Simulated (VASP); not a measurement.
**CdTe: single point with r2SCANh**

Crystal: CdTe.

```xyz
2
Lattice="0.0000 3.2050 3.2050 3.2050 0.0000 3.2050 3.2050 3.2050 0.0000" Properties=species:S:1:pos:R:3 pbc="T T T"
Te    4.8075    4.8075    4.8075
Cd    0.0000    0.0000    0.0000
```

```
Program             : VASP 6.6.1
Task                : single point
Functional          : r2SCANh
Potentials or basis : VASP PAW PBE potentials, release 64 (Te, Cd)
Cutoff              : 360 eV
k mesh              : 4 × 4 × 4
Occupations         : gaussian, width 0.03 eV
Spin                : no spin polarisation
```

* Pressure: 2.9 GPa
* Band gap on the k mesh: 1.89 eV

Levels at points of the mesh, in eV from the valence-band top:
```csv
k point,band 5,band 6,band 7,band 8,band 9,band 10,band 11,band 12,band 13,band 14
"(0.00, 0.00, 0.00)",-8.89,-8.89,0.00,0.00,0.00,1.89,5.57,5.57,5.57,8.61
"(0.50, 0.00, 0.00)",-8.88,-8.45,-4.86,-0.87,-0.87,2.80,6.13,6.13,8.01,10.03
"(0.50, 0.50, 0.00)",-8.86,-8.27,-4.68,-2.10,-2.10,3.29,3.51,10.33,10.69,10.69
```

It took 3.1 min on 1 thread of Intel(R) Xeon(R) 6975P-C (Granite Rapids), with other jobs on the host, peak memory 0.17 GiB.

Caveat: the k points lie up to 0.42 Å⁻¹ apart; the PAW data sets were made with another functional, which shifts forces and pressure a little; spin-orbit coupling is left out, which moves the levels of the heavy elements.
